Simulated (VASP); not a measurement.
Input of a VASP 6.6.1 run:

Contents of INCAR:

```
  PREC = Accurate
  ENCUT = 520
  EDIFF = 1E-6
  ISMEAR = 0
  SIGMA = 0.1
  LREAL = Auto
  LASPH = True
  NELM = 80
  ALGO = Normal
  ISIF = 2
  LWAVE = False
  LCHARG = False
  GGA = PE
  IVDW = 12
  NBANDS = 68
```

Contents of KPOINTS:

```
Automatic mesh
0
Gamma
  3 3 3
```

POSCAR

```
Al30Si
1.0
    8.1000000000      0.0000000000      0.0000000000
    0.0000000000      8.1000000000      0.0000000000
    0.0000000000      0.0000000000      8.1000000000
Si Al
1 30
Direct
    0.5439467901     -0.0002571605     -0.0354396296
    0.7546323457      0.2531551852     -0.0005438272
    0.7464411111     -0.0011482716      0.2463838272
   -0.0013444444     -0.0010460494     -0.0024745679
    0.2546390123      0.2448092593      0.0011265432
    0.4991674074      0.4990445679      0.0000946914
    0.7541604938      0.7454534568     -0.0006395062
    0.2523901235     -0.0013413580      0.2470404938
    0.4982288889      0.2451441975      0.2448544444
    0.7495788889      0.4989858025      0.2535264198
    0.5013004938     -0.0011149383      0.4997027160
    0.7497209877      0.2464197531      0.5020465432
    0.0064165432      0.4991123457      0.0016458025
    0.2545741975      0.7529391358      0.0012656790
   -0.0005880247      0.2495332099      0.2507283951
    0.2496620988      0.4986809877      0.2504797531
    0.4981146914      0.7524753086      0.2450471605
   -0.0017329630     -0.0012814815      0.5021843210
    0.2493734568      0.2500249383      0.5006262963
    0.4976906173      0.4989993827      0.4959166667
    0.7496877778      0.7514190123      0.5021944444
    0.2536151852     -0.0011433333      0.7540629630
    0.5013598765      0.2489609877      0.7474897531
    0.7496685185      0.4990929630      0.7492471605
   -0.0008246914      0.7480829630      0.2507834568
   -0.0021165432      0.4987651852      0.5013609877
    0.2491977778      0.7474856790      0.5007390123
   -0.0025475309      0.2472114815      0.7494308642
    0.2477955556      0.4989038272      0.7495627160
    0.5013243210      0.7495782716      0.7478887654
   -0.0026039506      0.7506366667      0.7494541975
```

Potentials or basis: VASP PAW PBE potentials, release 64 (Si, Al).

The run is started by

```bash
$ cat potpaw_PBE.64/Si/POTCAR potpaw_PBE.64/Al/POTCAR > POTCAR
$ mpirun -np 1 vasp_std > vasp.out
```

(1) Predict the band gap on the k mesh.

(2) Predict the pressure.

Results:

(1) zero (band 47 reaches 7.85 eV, above the bottom of band 48 at 7.47 eV).

(2) -4.6 GPa.
